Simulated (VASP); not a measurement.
Input of a VASP 6.6.1 run:

The input INCAR:

```
  PREC = Accurate
  ENCUT = 1230
  EDIFF = 1E-7
  ISMEAR = 0
  SIGMA = 0.1
  LREAL = False
  LASPH = True
  NELM = 120
  ALGO = Normal
  ISIF = 3
  LWAVE = False
  LCHARG = False
  GGA = PE
  IBRION = 2
  NSW = 90
  EDIFFG = -0.04
  GGA_COMPAT = False
  NELMIN = 4
```

File KPOINTS:

```
Automatic mesh
0
Gamma
  4 4 4
```

File POSCAR:

```
TiTl2H4
1.0
   -3.0750532050      3.0750532050      2.5124540787
    3.0750532050     -3.0750532050      2.5124540787
    3.0750532050      3.0750532050     -2.5124540787
Ti Tl H
1 2 4
Direct
    0.0000000000      0.0000000000      0.0000000000
    0.7500000000      0.2500000000      0.5000000000
    0.2500000000      0.7500000000      0.5000000000
    0.3030000000      0.3030000000      0.6060000000
    0.3030000000      0.6970000000      0.0000000000
    0.6970000000      0.6970000000      0.3940000000
    0.6970000000      0.3030000000      0.0000000000
```

Potentials or basis: VASP PAW PBE potentials, release 64 (Ti_sv, Tl_d, H_h).

Command:

```console
$ cat potpaw_PBE.64/Ti_sv/POTCAR potpaw_PBE.64/Tl_d/POTCAR potpaw_PBE.64/H_h/POTCAR > POTCAR
$ mpirun -np 1 vasp_std > vasp.out
```

(1) Estimate the band gap on the k mesh.

(2) Estimate the space group after relaxing (to 0.1 Å).

(3) What does it give for the relaxed volume?

Results:

(1) zero (bands 21 and 22 overlap by 1.52 eV).

(2) I4/mmm (No. 139).

(3) 14.30 Å³/atom.

Caveat: the k points lie up to 0.37 Å⁻¹ apart in the final cell, too coarse for converged energies and pressures of a metal; spin-orbit coupling is left out, which moves the levels of the heavy elements.
